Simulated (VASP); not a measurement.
# Li (Fm-3m) in VASP: a series of runs

Li is run at these levels: PBEsol+D3(BJ), LDA, BLYP+D3(BJ); tasks: relaxation of cell and atoms.

All numbers are computed with VASP 6.6.1; they aren't measurements. Logs are shortened: lines on timing, memory, paths and dates and some standing lists are left out, and cuts for length are marked.

### Step 1. The cell of the first run

Symmetry: Fm-3m, No. 225, cubic system. Conventional cell: a = 4.404 Å, b = 4.404 Å, c = 4.404 Å, α = 90.00°, β = 90.00°, γ = 90.00°. Within 4.1 Å of Li (site symmetry m-3m) lie 12 Li at 3.11 Å.

### Step 2. Relaxation of cell and atoms, PBEsol+D3(BJ)

Contents of INCAR:

```
ALGO     = Normal         # electronic algorithm
EDIFF    = 1E-7           # SCF threshold, eV
EDIFFG   = -0.005         # ionic threshold
ENCUT    = 600            # plane-wave cutoff, eV
GGA      = PS             # functional
IBRION   = 2              # ionic algorithm
ISIF     = 3              # what is computed and relaxed
ISMEAR   = 1              # smearing method
IVDW     = 12             # dispersion correction
LASPH    = True           # aspherical terms in the spheres
LCHARG   = False          # write CHGCAR
LREAL    = False          # projectors in reciprocal space
LWAVE    = False          # write WAVECAR
NELM     = 80             # most SCF steps
NSW      = 80             # ionic steps
PREC     = Accurate       # precision mode
SIGMA    = 0.1            # smearing width, eV
```

Contents of KPOINTS:

```
k-points
0
Gamma
  13 13 13
```

Contents of POSCAR:

```
Li
1.0
    0.0000000000      2.2020000000      2.2020000000
    2.2020000000      0.0000000000      2.2020000000
    2.2020000000      2.2020000000      0.0000000000
Li
1
Direct
    0.0000000000      0.0000000000      0.0000000000
```

Potentials or basis: VASP PAW PBE potentials, release 64 (Li_sv).

Command:

```
cat potpaw_PBE.64/Li_sv/POTCAR > POTCAR
mpirun -np 1 vasp_std > vasp.out
```

OUTCAR:

```text
EDIFF = 1E-7
   EDIFFG = -0.005
   ENCUT = 600
   GGA = PS
   IBRION = 2
   ISIF = 3
   ISMEAR = 1
   IVDW = 12
   LASPH = True
   LREAL = False
   NELM = 80
   NSW = 80
   PREC = Accurate
 IVDW          = 12

 ion  position               nearest neighbor table
   1  0.000  0.000  0.000-

  LATTYP: Found a face centered cubic cell.
 ALAT       =     4.4040000000

  Lattice vectors:

 A1 = (   0.0000000000,   2.2020000000,   2.2020000000)
 A2 = (   2.2020000000,   0.0000000000,   2.2020000000)
 A3 = (   2.2020000000,   2.2020000000,   0.0000000000)

Analysis of symmetry for initial positions (statically):
=====================================================================
 Subroutine PRICEL returns:
 Original cell was already a primitive cell.

 Routine SETGRP: Setting up the symmetry group for a
 face centered cubic supercell.

 Subroutine GETGRP returns: Found 48 space group operations
 (whereof 48 operations were pure point group operations)
 out of a pool of 48 trial point group operations.

The static configuration has the point symmetry O_h .

Analysis of symmetry for dynamics (positions and initial velocities):
=====================================================================
 Subroutine PRICEL returns:
 Original cell was already a primitive cell.

 Routine SETGRP: Setting up the symmetry group for a
 face centered cubic supercell.

 Subroutine GETGRP returns: Found 48 space group operations
 (whereof 48 operations were pure point group operations)
 out of a pool of 48 trial point group operations.

The dynamic configuration has the point symmetry O_h .

 Subroutine INISYM returns: Found 48 space group operations
 (whereof 48 operations are pure point group operations),
 and found     1 'primitive' translations

----------------------------------------------------------------------------------------

                                     Primitive cell

  volume of cell :      21.3541

  direct lattice vectors                    reciprocal lattice vectors
     0.000000000  2.202000000  2.202000000    -0.227066303  0.227066303  0.227066303
     2.202000000  0.000000000  2.202000000     0.227066303 -0.227066303  0.227066303
     2.202000000  2.202000000  0.000000000     0.227066303  0.227066303 -0.227066303

  length of vectors
     3.114098264  3.114098264  3.114098264     0.393290374  0.393290374  0.393290374

  position of ions in fractional coordinates (direct lattice)
     0.000000000  0.000000000  0.000000000

  ion indices of the primitive-cell ions
   primitive index   ion index
                 1           1

----------------------------------------------------------------------------------------

 KPOINTS: k-points

Automatic generation of k-mesh.
 Grid dimensions read from file:
 generate k-points for:   13   13   13

 Generating k-lattice:

  Cartesian coordinates                     Fractional coordinates (reciprocal lattice)
    -0.017466639  0.017466639  0.017466639     0.076923077  0.000000000  0.000000000
     0.017466639 -0.017466639  0.017466639     0.000000000  0.076923077  0.000000000
     0.017466639  0.017466639 -0.017466639     0.000000000  0.000000000  0.076923077

  Length of vectors
     0.030253106  0.030253106  0.030253106

  Shift w.r.t. Gamma in fractional coordinates (k-lattice)
     0.000000000  0.000000000  0.000000000

 Subroutine IBZKPT returns following result:
 ===========================================

 Found     84 irreducible k-points:

 Following reciprocal coordinates:
            Coordinates               Weight
  0.000000  0.000000  0.000000      1.000000
  0.076923  0.000000  0.000000      8.000000
  0.153846  0.000000  0.000000      8.000000
  0.230769  0.000000  0.000000      8.000000
  0.307692  0.000000  0.000000      8.000000
  0.384615  0.000000  0.000000      8.000000
[... 16 lines left out ...]
  0.384615  0.153846  0.000000     24.000000
  0.461538  0.153846  0.000000     24.000000
 [... further k-points ...]
   k-points           NKPTS =     84   k-points in BZ     NKDIM =     84   number of bands    NBANDS=      5
   number of dos      NEDOS =    301   number of ions     NIONS =      1
   total plane-waves  NPLWV =  21952
   dimension x,y,z NGX =    28 NGY =   28 NGZ =   28
   dimension x,y,z NGXF=    56 NGYF=   56 NGZF=   56
   ions per type =               1
   NGX,Y,Z   is equivalent  to a cutoff of  14.95, 14.95, 14.95 a.u.
   NGXF,Y,Z  is equivalent  to a cutoff of  29.90, 29.90, 29.90 a.u.
 SYSTEM =  unknown system
   PREC   = accura    normal or accurate (medium, high low for compatibility)
   ISTART =      0    job   : 0-new  1-cont  2-samecut
   ICHARG =      2    charge: 1-file 2-atom 10-const
   ISPIN  =      1    spin polarized calculation?
   LNONCOLLINEAR =      F non collinear calculations
   LSORBIT =      F    spin-orbit coupling
   LASPH  =      T    aspherical Exc in radial PAW
   ENCUT  =  600.0 eV  44.10 Ry    6.64 a.u.   6.22  6.22  6.22*2*pi/ulx,y,z
[... 50 lines left out ...]

  energy without entropy =       -1.96162952  energy(sigma->0) =       -1.96183716

------------------------ aborting loop because EDIFF is reached ----------------------------------------

 Edisp (eV)   -0.14110

 E8    (eV) :    -0.0902

  FORCE on cell =-STRESS in cart. coord.  units (eV):
  Direction    XX          YY          ZZ          XY          YZ          ZX
  --------------------------------------------------------------------------------------
  -------------------------------------------------------------------------------------
  Total      -0.25249    -0.25249    -0.25249    -0.00000    -0.00000     0.00000
  in kB     -18.94411   -18.94411   -18.94411    -0.00000    -0.00000     0.00000
  external pressure =      -18.94 kB  Pullay stress =        0.00 kB

 VOLUME and BASIS-vectors are now :
 -----------------------------------------------------------------------------
  energy-cutoff  :      600.00
  volume of cell :       21.35
      direct lattice vectors                 reciprocal lattice vectors
     0.000000000  2.202000000  2.202000000    -0.227066303  0.227066303  0.227066303
     2.202000000  0.000000000  2.202000000     0.227066303 -0.227066303  0.227066303
     2.202000000  2.202000000  0.000000000     0.227066303  0.227066303 -0.227066303
[... 118 lines left out ...]
 POSITION                                       TOTAL-FORCE (eV/Angst)
 -----------------------------------------------------------------------------------
      2.08337     -0.00000      2.08337        -0.000000      0.000000     -0.000000
 -----------------------------------------------------------------------------------
    total drift:                                0.000000     -0.000000      0.000000

  FREE ENERGIE OF THE ION-ELECTRON SYSTEM (eV)
  ---------------------------------------------------
  free  energy   TOTEN  =        -2.1243216523 eV

  energy  without entropy=       -2.1236358257  energy(sigma->0) =       -2.12409304

--------------------------------------- Ionic step        5  -------------------------------------------

 number of electron       3.0000001 magnetization

 Free energy of the ion-electron system (eV)
  ---------------------------------------------------
  ext. energy  EPLUGINS =         0.00000000
  ---------------------------------------------------
  free energy    TOTEN  =        -1.95733497 eV

  energy without entropy =       -1.95665642  energy(sigma->0) =       -1.95710878

 E-fermi :   0.9808     XC(G=0):  -7.2910

 val. band max:        0.9805576950   @ k =  -0.3846   0.1538   0.0000
 cond. band min:       0.9911775657   @ k =  -0.4615   0.0769   0.0000
 fundamental gap:      0.0106198708
 Fermi energy:         0.9808347959

 k-point     1 :       0.0000    0.0000    0.0000
  band No.  band energies     occupation
      1     -44.7811      2.00000
      2      -2.7546      2.00000
      3      16.4535      0.00000
      4      16.4535      0.00000
      5      16.4535      0.00000

 k-point     2 :       0.0769    0.0000    0.0000
  band No.  band energies     occupation
      1     -44.7793      2.00000
      2      -2.6447      2.00000
      3      15.2060      0.00000
      4      16.1901      0.00000
      5      16.1901      0.00000

 k-point     3 :       0.1538    0.0000    0.0000
  band No.  band energies     occupation
      1     -44.7746      2.00000
      2      -2.3157      2.00000
      3      12.7228      0.00000
      4      15.6667      0.00000
      5      15.6667      0.00000
[... 153 lines left out ...]
 k-point    23 :       0.3846    0.1538    0.0000
  band No.  band energies     occupation
      1     -44.7555      2.00000
      2      -0.3013      2.00000
      3       7.3571      0.00000
      4      12.5415      0.00000
      5      13.6899      0.00000

 k-point    24 :       0.4615    0.1538    0.0000
  band No.  band energies     occupation
      1     -44.7510      2.00000
      2       0.6656      2.00008
      3       5.4882      0.00000
      4      12.6514      0.00000
      5      12.7423      0.00000

 [... further k-points ...]

------------------------ aborting loop because EDIFF is reached ----------------------------------------

 Edisp (eV)   -0.16700

 E8    (eV) :    -0.1070

  FORCE on cell =-STRESS in cart. coord.  units (eV):
  Direction    XX          YY          ZZ          XY          YZ          ZX
  --------------------------------------------------------------------------------------
  -------------------------------------------------------------------------------------
  Total      -0.00029    -0.00029    -0.00029     0.00000    -0.00000     0.00000
  in kB      -0.02587    -0.02587    -0.02587     0.00000    -0.00000     0.00000
  external pressure =       -0.03 kB  Pullay stress =        0.00 kB

 VOLUME and BASIS-vectors are now :
 -----------------------------------------------------------------------------
  energy-cutoff  :      600.00
  volume of cell :       18.17
      direct lattice vectors                 reciprocal lattice vectors
    -0.000000000  2.086566126  2.086566126    -0.239628159  0.239628159  0.239628159
     2.086566126 -0.000000000  2.086566126     0.239628159 -0.239628159  0.239628159
     2.086566126  2.086566126  0.000000000     0.239628159  0.239628159 -0.239628159

 POSITION                                       TOTAL-FORCE (eV/Angst)
 -----------------------------------------------------------------------------------
      0.00000      0.00000      0.00000         0.000000      0.000000     -0.000000
 -----------------------------------------------------------------------------------
    total drift:                               -0.000000     -0.000000     -0.000000

  FREE ENERGIE OF THE ION-ELECTRON SYSTEM (eV)
  ---------------------------------------------------
  free  energy   TOTEN  =        -2.1243396260 eV

  energy  without entropy=       -2.1236610774  energy(sigma->0) =       -2.12411344

 reached required accuracy - stopping structural energy minimisation
```

Wall time 38 s (1 thread of Intel Xeon 6975P-C, shared host); peak memory 0.16 GiB.

What came out:

```
Free energy                            : -2.1243 eV
Relaxed volume                         : 18.17 Å³/atom
Relaxed cell                           : a = 2.951 Å, b = 2.951 Å, c = 2.951 Å, α = 60.00°, β = 60.00°, γ = 60.00°
Space group after relaxing (to 0.05 Å) : Fm-3m (No. 225)
Energy gained by relaxing              : 21.3 meV/atom
Ionic steps                            : 5
Pressure after relaxing                : 0.0 GPa
Dispersion energy per atom             : -0.167 eV
```

Step by step:
```csv
step,energy change (eV),largest force (eV/Å),pressure (GPa),volume (Å³)
1,0.0000,0.0000,-1.89,21.35
2,-0.0083,0.0000,-1.56,20.58
3,-0.0203,0.0000,-0.49,18.78
4,-0.0213,0.0000,0.07,18.09
5,-0.0213,0.0000,0.00,18.17
```

Final structure:
```yaml
crystal:
  lattice:
    - [0.00000, 2.08657, 2.08657]
    - [2.08657, 0.00000, 2.08657]
    - [2.08657, 2.08657, 0.00000]
  atoms:
    - { symbol: Li, position: [0.00000, 0.00000, 0.00000] }
```

Levels at points of the mesh, in eV from the Fermi level:
| k point | band 1 | band 2 | band 3 | band 4 | band 5 |
| --- | --- | --- | --- | --- | --- |
| (0.00, 0.00, 0.00) | -45.76 | -3.74 | 15.47 | 15.47 | 15.47 |

Caveat: the cutoff is under 1.25 times the usual one of these potentials, so pressure, stress and relaxed cells hold a basis-set (Pulay) error; the PAW data sets were made with another functional, which shifts forces and pressure a little; the volume moved by -15 % from the deposited cell, more than functionals usually miss; pairwise dispersion overbinds metals, which lowers pressure and volume.

### Step 3. Relaxation of cell and atoms, LDA

Contents of INCAR:

```
PREC     = Accurate       # precision mode
ENCUT    = 600            # plane-wave cutoff, eV
EDIFF    = 1E-6           # SCF threshold, eV
ISMEAR   = 1              # smearing method
SIGMA    = 0.1            # smearing width, eV
LREAL    = F              # projectors in reciprocal space
LASPH    = T              # aspherical terms in the spheres
NELM     = 100            # most SCF steps
ALGO     = Normal         # electronic algorithm
ISIF     = 3              # what is computed and relaxed
LWAVE    = F              # write WAVECAR
LCHARG   = F              # write CHGCAR
GGA      = CA             # functional
IBRION   = 2              # ionic algorithm
NSW      = 80             # ionic steps
EDIFFG   = -0.005         # ionic threshold
```

Contents of KPOINTS:

```
Automatic mesh
0
Gamma
  13 13 13
```

POSCAR is that of step 2.

Potentials or basis: VASP PAW LDA potentials, release 64 (Li_sv).

Command:

```
cat potpaw_LDA.64/Li_sv/POTCAR > POTCAR
mpirun -np 1 vasp_std > vasp.out
```

It took 23 s on 1 thread of Intel Xeon 6975P-C, shared host; peak memory 0.13 GiB.

The run converged. Its results:

```
Free energy                            : -2.0452 eV
Relaxed volume                         : 18.68 Å³/atom
Relaxed cell                           : a = 2.978 Å, b = 2.978 Å, c = 2.978 Å, α = 60.00°, β = 60.00°, γ = 60.00°
Space group after relaxing (to 0.05 Å) : Fm-3m (No. 225)
Energy gained by relaxing              : 14.3 meV/atom
Ionic steps                            : 4
Pressure after relaxing                : 0.0 GPa
```

The path:
```
step  energy change (eV)  largest force (eV/Å)  pressure (GPa)  volume (Å³)
   1              0.0000                0.0000           -1.56        21.35
   2             -0.0057                0.0000           -1.28        20.72
   3             -0.0136                0.0000           -0.39        19.25
   4             -0.0143                0.0000            0.03        18.68
```

Final structure:
```
Li
1.0
     0.00000    2.10582    2.10582
     2.10582    0.00000    2.10582
     2.10582    2.10582    0.00000
Li
1
Direct
  0.00000 0.00000 0.00000
```

Levels at points of the mesh, in eV from the Fermi level:
| k point | band 1 | band 2 | band 3 | band 4 | band 5 |
| --- | --- | --- | --- | --- | --- |
| (0.00, 0.00, 0.00) | -45.53 | -3.64 | 14.91 | 14.91 | 14.91 |

Caveat: the cutoff is under 1.25 times the usual one of these potentials, so pressure, stress and relaxed cells hold a basis-set (Pulay) error; the volume moved by -13 % from the deposited cell, more than functionals usually miss.

### Step 4. Relaxation of cell and atoms, BLYP+D3(BJ)

Contents of INCAR:

```
PREC = Accurate
ENCUT = 600
EDIFF = 1E-6
ISMEAR = 1
SIGMA = 0.1
LREAL = False
LASPH = True
NELM = 80
ALGO = Normal
ISIF = 3
LWAVE = False
LCHARG = False
GGA = B5
ALDAX = 1.0
AGGAX = 1.0
AGGAC = 1.0
ALDAC = 0.0
IVDW = 12
VDW_S6 = 1.0
VDW_S8 = 2.6996
VDW_A1 = 0.4298
VDW_A2 = 4.2359
IBRION = 2
NSW = 80
EDIFFG = -0.005
```

KPOINTS is that of step 3.

POSCAR is that of step 3.

Potentials or basis: VASP PAW PBE potentials, release 64 (Li_sv).

Command:

```
cat potpaw_PBE.64/Li_sv/POTCAR > POTCAR
mpirun -np 1 vasp_std > vasp.out
```

It took 56 s on 1 thread of Intel Xeon 6975P-C, shared host; peak memory 0.16 GiB.

Results (log left out):

| Property | Result |
| --- | --- |
| Free energy | -2.0017 eV |
| Relaxed volume | 15.55 Å³/atom |
| Relaxed cell | a = 2.802 Å, b = 2.802 Å, c = 2.802 Å, α = 60.00°, β = 60.00°, γ = 60.00° |
| Space group after relaxing (to 0.05 Å) | Fm-3m (No. 225) |
| Energy gained by relaxing | 79.3 meV/atom |
| Ionic steps | 5 |
| Pressure after relaxing | 0.0 GPa |
| Dispersion energy per atom | -0.494 eV |

Step by step:
```tsv
step	energy change (eV)	largest force (eV/Å)	pressure (GPa)	volume (Å³)
1	0.0000	0.0000	-3.45	21.35
2	-0.0283	0.0000	-3.07	19.96
3	-0.0743	0.0000	-1.21	16.74
4	-0.0790	0.0000	0.30	15.29
5	-0.0793	0.0000	-0.05	15.55
```

Final structure:
```
Li
1.0
     0.00000    1.98107    1.98107
     1.98107    0.00000    1.98107
     1.98107    1.98107    0.00000
Li
1
Cartesian
  0.0000 0.0000 0.0000
```

Levels at points of the mesh, in eV from the Fermi level:
```csv
k point,band 1,band 2,band 3,band 4,band 5
"(0.00, 0.00, 0.00)",-46.85,-3.89,16.93,16.93,16.93
```

Caveat: the cutoff is under 1.25 times the usual one of these potentials, so pressure, stress and relaxed cells hold a basis-set (Pulay) error; the volume moved by over 15 % at a fixed basis, so the end points are rough; the PAW data sets were made with another functional, which shifts forces and pressure a little; the volume moved by -27 % from the deposited cell, more than functionals usually miss; pairwise dispersion overbinds metals, which lowers pressure and volume.

### Step 5. Overview

```tsv
level	potentials or basis	gap on the mesh (eV)	pressure (GPa)	relaxed volume (Å³/atom)
PBEsol+D3(BJ)	VASP PAW PBE potentials, release 64 (Li_sv)	none	0.0	18.17
LDA	VASP PAW LDA potentials, release 64 (Li_sv)	none	0.0	18.68
BLYP+D3(BJ)	VASP PAW PBE potentials, release 64 (Li_sv)	none	0.0	15.55
```

Alike in all rows: task relaxation of cell and atoms; no spin polarisation; cell relaxed; k mesh 13 × 13 × 13; cutoff (eV) 600; smearing methfessel-paxton 0.1 eV.

Caveats: the cutoff is under 1.25 times the usual one of these potentials, so pressure, stress and relaxed cells hold a basis-set (Pulay) error; the PAW data sets were made with another functional, which shifts forces and pressure a little (some runs); pairwise dispersion overbinds metals, which lowers pressure and volume (some runs); the volume moved by -15 % from the deposited cell, more than functionals usually miss (some runs); the volume moved by -13 % from the deposited cell, more than functionals usually miss (some runs); the volume moved by over 15 % at a fixed basis, so the end points are rough (some runs); the volume moved by -27 % from the deposited cell, more than functionals usually miss (some runs).

Absolute energies hang on the potentials; compare differences alone.
